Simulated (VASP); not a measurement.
# Lu2Ge3 (Amm2) in VASP: single point with RPBE

Aim: the single point of Lu2Ge3 with RPBE.

Everything below comes from runs of VASP 6.6.1. Logs are shortened: lines on timing, memory, paths and dates and some standing lists are left out, and cuts for length are marked.

### Step 1. The cell of the first run

It takes space group Amm2 (No. 38, orthorhombic). The conventional cell has a = 6.849 Å, b = 4.327 Å, c = 7.542 Å, α = 90.00°, β = 90.00°, γ = 90.00°. Within 3.9 Å of Lu (site symmetry m) lie 9 Ge at 2.95 to 3.13 Å and 2 Lu at 3.14 to 3.71 Å. Ge (site symmetry mm2) has 3 Ge at 2.50 to 2.51 Å and 6 Lu at 3.11 to 3.13 Å within 3.3 Å. Ge (site symmetry mm2) has 6 Lu at 2.95 to 2.96 Å and 2 Ge at 3.42 Å within 3.9 Å. Ge (site symmetry mm2) has 3 Ge at 2.50 to 2.51 Å and 6 Lu at 3.11 to 3.13 Å within 3.3 Å.

### Step 2. Single point, RPBE

File INCAR:

```
PREC     = Accurate       # precision mode
ENCUT    = 520            # plane-wave cutoff, eV
EDIFF    = 1E-7           # SCF threshold, eV
ISMEAR   = -1             # smearing method
SIGMA    = 0.1            # smearing width, eV
LREAL    = F              # projectors in reciprocal space
LASPH    = T              # aspherical terms in the spheres
NELM     = 60             # most SCF steps
ALGO     = Normal         # electronic algorithm
ISIF     = 2              # what is computed and relaxed
LWAVE    = F              # write WAVECAR
LCHARG   = F              # write CHGCAR
GGA      = RP             # functional
NBANDS   = 54             # bands
```

File KPOINTS:

```
regular mesh
0
Gamma
  3 5 5
```

File POSCAR:

```
Lu2Ge3
1.0
    6.8488280000      0.0000000000      0.0000000000
    0.0000000000      2.1634980000      3.7710640000
    0.0000000000     -2.1634980000      3.7710640000
Lu Ge
2 3
Direct
    0.7292260000      0.0000440000      0.0000440000
    0.2707740000      0.0000440000      0.0000440000
    0.0000000000      0.6665080000      0.6665080000
    0.5000000000      0.3331770000      0.3331770000
    0.0000000000      0.3336090000      0.3336090000
```

Potentials or basis: VASP PAW PBE potentials, release 64 (Lu, Ge_d).

On the command line:

```
cat potpaw_PBE.64/Lu/POTCAR potpaw_PBE.64/Ge_d/POTCAR > POTCAR
mpirun -np 1 vasp_std > vasp.out
```

OUTCAR:

```text
PREC = Accurate
   ENCUT = 520
   EDIFF = 1E-7
   ISMEAR = -1
   LREAL = F
   LASPH = T
   NELM = 60
   ISIF = 2
   GGA = RP

 ion  position               nearest neighbor table
   1  0.729  0.000  0.000-   4 2.95   4 2.95   4 2.96   5 3.11   5 3.11   3 3.11   3 3.11   3 3.13
                             5 3.13   2 3.14   2 3.71
   2  0.271  0.000  0.000-   4 2.95   4 2.95   4 2.96   5 3.11   5 3.11   3 3.11   3 3.11   3 3.13
                             5 3.13   1 3.14   1 3.71
   3  0.000  0.667  0.667-   5 2.50   5 2.50   5 2.51   1 3.11   2 3.11   1 3.11   2 3.11   2 3.13
                             1 3.13
   4  0.500  0.333  0.333-   1 2.95   2 2.95   1 2.95   2 2.95   1 2.96   2 2.96
   5  0.000  0.334  0.334-   3 2.50   3 2.50   3 2.51   2 3.11   1 3.11   2 3.11   1 3.11   2 3.13
                             1 3.13

  LATTYP: Found a base centered orthorhombic cell.
 ALAT       =     4.3269960000
 B/A-ratio  =     1.7430402062
 C/A-ratio  =     1.5828135732

  Lattice vectors:

 A1 = (   0.0000000000,   2.1634980000,  -3.7710640000)
 A2 = (   0.0000000000,   2.1634980000,   3.7710640000)
 A3 = (   6.8488280000,   0.0000000000,   0.0000000000)

Analysis of symmetry for initial positions (statically):
=====================================================================
 Subroutine PRICEL returns:
 Original cell was already a primitive cell.

 Routine SETGRP: Setting up the symmetry group for a
 base centered orthorhombic supercell.

 Subroutine GETGRP returns: Found  4 space group operations
 (whereof  4 operations were pure point group operations)
 out of a pool of  8 trial point group operations.

The static configuration has the point symmetry C_2v.

Analysis of symmetry for dynamics (positions and initial velocities):
=====================================================================
 Subroutine PRICEL returns:
 Original cell was already a primitive cell.

 Routine SETGRP: Setting up the symmetry group for a
 base centered orthorhombic supercell.

 Subroutine GETGRP returns: Found  4 space group operations
 (whereof  4 operations were pure point group operations)
 out of a pool of  8 trial point group operations.

The dynamic configuration has the point symmetry C_2v.

 Subroutine INISYM returns: Found  4 space group operations
 (whereof  4 operations are pure point group operations),
 and found     1 'primitive' translations

----------------------------------------------------------------------------------------

                                     Primitive cell

  volume of cell :     111.7549

  direct lattice vectors                    reciprocal lattice vectors
     6.848828000  0.000000000  0.000000000     0.146010383  0.000000000  0.000000000
     0.000000000  2.163498000  3.771064000     0.000000000  0.231107216  0.132588574
     0.000000000 -2.163498000  3.771064000     0.000000000 -0.231107216  0.132588574

  length of vectors
     6.848828000  4.347602476  4.347602476     0.146010383  0.266440003  0.266440003

  position of ions in fractional coordinates (direct lattice)
     0.729226000  0.000044000  0.000044000
     0.270774000  0.000044000  0.000044000
     0.000000000  0.666508000  0.666508000
     0.500000000  0.333177000  0.333177000
     0.000000000  0.333609000  0.333609000

  ion indices of the primitive-cell ions
   primitive index   ion index
                 1           1
                 2           2
                 3           3
                 4           4
                 5           5

----------------------------------------------------------------------------------------

 KPOINTS: regular mesh

Automatic generation of k-mesh.
 Grid dimensions read from file:
 generate k-points for:    3    5    5

 Generating k-lattice:

  Cartesian coordinates                     Fractional coordinates (reciprocal lattice)
     0.048670128  0.000000000  0.000000000     0.333333333  0.000000000  0.000000000
     0.000000000  0.046221443  0.026517715     0.000000000  0.200000000  0.000000000
     0.000000000 -0.046221443  0.026517715     0.000000000  0.000000000  0.200000000

  Length of vectors
     0.048670128  0.053288001  0.053288001

  Shift w.r.t. Gamma in fractional coordinates (k-lattice)
     0.000000000  0.000000000  0.000000000

 Subroutine IBZKPT returns following result:
 ===========================================

 Found     18 irreducible k-points:

 Following reciprocal coordinates:
            Coordinates               Weight
  0.000000  0.000000  0.000000      1.000000
  0.333333  0.000000  0.000000      2.000000
  0.000000  0.200000 -0.000000      4.000000
  0.333333  0.200000 -0.000000      8.000000
  0.000000  0.400000  0.000000      4.000000
  0.333333  0.400000  0.000000      8.000000
[... 10 lines left out ...]
  0.000000 -0.400000  0.400000      2.000000
  0.333333 -0.400000  0.400000      4.000000
   k-points           NKPTS =     18   k-points in BZ     NKDIM =     18   number of bands    NBANDS=     54
   number of dos      NEDOS =    301   number of ions     NIONS =      5
   total plane-waves  NPLWV =  55296
   dimension x,y,z NGX =    54 NGY =   32 NGZ =   32
   dimension x,y,z NGXF=   108 NGYF=   64 NGZF=   64
   ions per type =               2   3
   NGX,Y,Z   is equivalent  to a cutoff of  13.11, 12.24, 12.24 a.u.
   NGXF,Y,Z  is equivalent  to a cutoff of  26.22, 24.47, 24.47 a.u.
 SYSTEM =  unknown system
   PREC   = accura    normal or accurate (medium, high low for compatibility)
   ISTART =      0    job   : 0-new  1-cont  2-samecut
   ICHARG =      2    charge: 1-file 2-atom 10-const
   ISPIN  =      1    spin polarized calculation?
   LNONCOLLINEAR =      F non collinear calculations
   LSORBIT =      F    spin-orbit coupling
   LASPH  =      T    aspherical Exc in radial PAW
   ENCUT  =  520.0 eV  38.22 Ry    6.18 a.u.  12.73  8.08  8.08*2*pi/ulx,y,z
   NELM   =     60;   NELMIN=  2; NELMDL= -5     # of ELM steps
   EDIFF  = 0.1E-06   stopping-criterion for ELM
   LREAL  =      F    real-space projection
   EDIFFG = 0.1E-05   stopping-criterion for IOM
   NSW    =      0    number of steps for IOM
   IBRION =     -1    ionic relax: 0-MD 1-quasi-New 2-CG
   NFREE  =      0    steps in history (QN), initial steepest desc. (CG)
   ISIF   =      2    stress and relaxation
   ISYM   =      2    0-nonsym 1-usesym 2-fastsym
   POTIM  = 0.5000    time-step for ionic-motion
   TEBEG  =    0.0;   TEEND  =   0.0 temperature during run
   PSTRESS=    0.0 pullay stress
   NELECT =      92.0000    total number of electrons
   NUPDOWN=      -1.0000    fix difference up-down
   EMIN   =  10.00;   EMAX   =-10.00  energy-range for DOS
   EFERMI =   0.00;   METHOD = LEGACY
   ISMEAR =    -1;   SIGMA  =   0.10  broadening in eV -4-tet -1-fermi 0-gaus
   EFERMI_NEDOS =   21; number of points for ismear=-14 and -15
   IALGO  =     38    algorithm
   IMIX   =      4    mixing-type and parameters
     AMIX     =   0.40;   BMIX     =  1.00
     AMIX_MAG =   1.60;   BMIX_MAG =  1.00
  volume/ion in A,a.u.               =      22.35       150.83
  Fermi-wavevector in a.u.,A,eV,Ry     =   1.534317  2.899440 32.029883  2.354130
  Thomas-Fermi vector in A             =   2.641262
   LORBIT       =      0    0 simple, 1 ext, 2 COOP (PROOUT), +10 PAW based schemes
   GGA     = RP    functional components
   LHFCALC =     F    Hartree Fock is set to
   AEXX    =    0.0000 exact exchange contribution
   IVDW    =     0    specifies the selected vdW correction
   LEPSILON=     F    determine dielectric tensor
   LRPA    =     F    only Hartree local field effects (RPA)
 non-spin polarized calculation
  energy-cutoff  :      520.00
  volume of cell :      111.75
 maximum number of plane-waves:      3032
 NGX is ok and might be reduce to    54
   NGX = 25   NGY = 17   NGZ = 17

 number of electron      91.9999988 magnetization

 Free energy of the ion-electron system (eV)
  ---------------------------------------------------
  ext. energy  EPLUGINS =         0.00000000
  ---------------------------------------------------
  free energy    TOTEN  =       -22.64732359 eV

  energy without entropy =      -22.55125696  energy(sigma->0) =      -22.59929028

 E-fermi :   4.5927     XC(G=0): -10.8388

 val. band max:        4.5877307891   @ k =   0.3333   0.0000   0.0000
 cond. band min:       4.5950835391   @ k =   0.3333  -0.2000   0.2000
 fundamental gap:      0.0073527500
 Fermi energy:         4.5927137547

 k-point     1 :       0.0000    0.0000    0.0000
  band No.  band energies     occupation
      1     -51.7738      2.00000
      2     -51.7552      2.00000
      3     -22.6254      2.00000
      4     -22.4509      2.00000
      5     -22.4497      2.00000
      6     -22.4066      2.00000
[... 46 lines left out ...]
     53       7.9801      0.00000
     54       8.2296      0.00000

 k-point     2 :       0.3333    0.0000    0.0000
  band No.  band energies     occupation
      1     -51.7724      2.00000
      2     -51.7565      2.00000
      3     -22.5730      2.00000
      4     -22.4451      2.00000
      5     -22.4440      2.00000
      6     -22.4125      2.00000
[... 46 lines left out ...]
     53       7.8331      0.00000
     54       7.8649      0.00000

 k-point     3 :       0.0000    0.2000   -0.0000
  band No.  band energies     occupation
      1     -51.7736      2.00000
      2     -51.7550      2.00000
      3     -22.6223      2.00000
      4     -22.4642      2.00000
      5     -22.4531      2.00000
      6     -22.4174      2.00000
[... 46 lines left out ...]
     53       8.2621      0.00000
     54       8.5914      0.00000
[... 742 lines left out ...]
 k-point    17 :       0.0000   -0.4000    0.4000
  band No.  band energies     occupation
      1     -51.7731      2.00000
      2     -51.7545      2.00000
      3     -22.6160      2.00000
      4     -22.4852      2.00000
      5     -22.4659      2.00000
      6     -22.4362      2.00000
[... 46 lines left out ...]
     53       8.5808      0.00000
     54       8.9384      0.00000

 k-point    18 :       0.3333   -0.4000    0.4000
  band No.  band energies     occupation
      1     -51.7717      2.00000
      2     -51.7559      2.00000
      3     -22.5671      2.00000
      4     -22.4784      2.00000
      5     -22.4614      2.00000
      6     -22.4431      2.00000
[... 46 lines left out ...]
     53       8.6422      0.00000
     54       8.9535      0.00000

------------------------ aborting loop because EDIFF is reached ----------------------------------------

  FORCE on cell =-STRESS in cart. coord.  units (eV):
  Direction    XX          YY          ZZ          XY          YZ          ZX
  --------------------------------------------------------------------------------------
  -------------------------------------------------------------------------------------
  Total        2.6286094      1.1403478      1.3160393      0.0000000      0.0000000      0.0000000
  in kB       37.6851272     16.3486260     18.8674311      0.0000000      0.0000000      0.0000000
  external PRESSURE =      24.3003947 kB  Pullay stress =       0.0000000 kB

 VOLUME and BASIS-vectors are now :
 -----------------------------------------------------------------------------
  energy-cutoff  :      520.00
  volume of cell :      111.75
      direct lattice vectors                 reciprocal lattice vectors
     6.848828000  0.000000000  0.000000000     0.146010383  0.000000000  0.000000000
     0.000000000  2.163498000  3.771064000     0.000000000  0.231107216  0.132588574
     0.000000000 -2.163498000  3.771064000     0.000000000 -0.231107216  0.132588574

 POSITION                                       TOTAL-FORCE (eV/Angst)
 -----------------------------------------------------------------------------------
      4.99434      0.00000      0.00033         0.173054      0.000000      0.001506
      1.85448      0.00000      0.00033        -0.173054      0.000000      0.001506
      0.00000      0.00000      5.02689         0.000000      0.000000     -0.004491
      3.42441      0.00000      2.51286         0.000000      0.000000     -0.013470
      0.00000      0.00000      2.51612         0.000000      0.000000      0.014949
 -----------------------------------------------------------------------------------
    total drift:                                0.000000      0.000000     -0.000212

  FREE ENERGIE OF THE ION-ELECTRON SYSTEM (eV)
  ---------------------------------------------------
  free  energy   TOTEN  =       -22.6473235940 eV

  energy  without entropy=      -22.5512569649  energy(sigma->0) =      -22.59929028
```

Run time: 3 min. Hardware: 1 thread of Oxide Virtual Turin-like, shared host; peak memory 0.24 GiB.

What came out:

| Quantity | Value |
| --- | --- |
| Free energy | -22.6473 eV |
| Pressure | 2.4 GPa |
| Largest force | 0.173 eV/Å |
| Band gap on the k mesh | zero (band 46 reaches 4.76 eV, above the bottom of band 47 at 4.56 eV) |

Forces in eV/Å, atoms in the order of the input:
```
Lu   0.173  0.000  0.002
Lu  -0.173  0.000  0.002
Ge   0.000  0.000 -0.004
Ge   0.000  0.000 -0.013
Ge   0.000  0.000  0.015
```

Caveat: the PAW data sets were made with another functional, which shifts forces and pressure a little; spin-orbit coupling is left out, which moves the levels of the heavy elements.
